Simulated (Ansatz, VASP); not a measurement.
**BaSrLaSbO6 in VASP and in Ansatz**

```xyz
20
Lattice="6.0918 0.0000 0.0000 0.0016 6.1397 0.0000 0.0682 0.0557 8.6428" Properties=species:S:1:pos:R:3 pbc="T T T"
Ba    3.0232    2.9139    2.1608
Ba    3.1384    3.2815    6.4820
Sr    0.0668    5.9256    2.1789
Sr    6.0948    0.2698    6.4639
La    0.0008    3.0698    0.0000
La    3.0800    0.0278    4.3214
Sb    3.0459    0.0000    0.0000
Sb    0.0349    3.0977    4.3214
O     4.7191    5.0068    8.2595
O     4.5257    1.8846    4.5915
O     1.4425    1.1886    0.3833
O     1.6359    4.3107    4.0513
O     4.3087    1.6635    8.3066
O     4.9890    4.7486    4.6878
O     1.8529    4.5319    0.3362
O     1.1726    1.4467    3.9550
O     3.5736    0.0592    1.9699
O     5.7280    3.2940    2.3433
O     2.5880    6.1361    6.6729
O     0.4336    2.9013    6.2995
```

Alike in both runs: task electric field gradients; functional PBE; k mesh 4 × 4 × 3; occupations fermi-dirac, width 0.02 eV; no spin polarisation.

|  | VASP | Ansatz |
| --- | --- | --- |
| version | VASP 6.6.1 | Ansatz 0.2.0 |
| potentials or method | VASP PAW PBE potentials, release 64 (Ba_sv, Sr_sv, La, Sb, O) | plane-wave PAW, scalar-relativistic |
| plane-wave cutoff (eV) | 520 | 420 |
| valence electrons in the cell | 144 | 164 |

Ansatz gave:

- gap on the k mesh at the Fermi level (eV): 3.71
- pressure (GPa): -0.8
- traceless stress, the component that is largest in VASP (GPa): -0.23
- rms of the force components (eV/Å): 0.040
- size of Vzz on the site where it differs most (V/Å²): 61.0

Problem. Which values does VASP return?

Solution. gap on the k mesh at the Fermi level (eV): 3.67; pressure (GPa): -0.6; traceless stress, the component that is largest in VASP (GPa): -0.31; rms of the force components (eV/Å): 0.039; size of Vzz on the site where it differs most (V/Å²): 63.6.

Atom by atom the forces differ by 0.025 eV/Å (rms over components). The functional is the same, so the differences come from potentials, cutoffs and numerics. VASP's potentials hold 144 valence electrons a cell and Ansatz's 164, so a difference there can come from the potentials and not from the codes.

Neither program's run includes spin-orbit coupling.
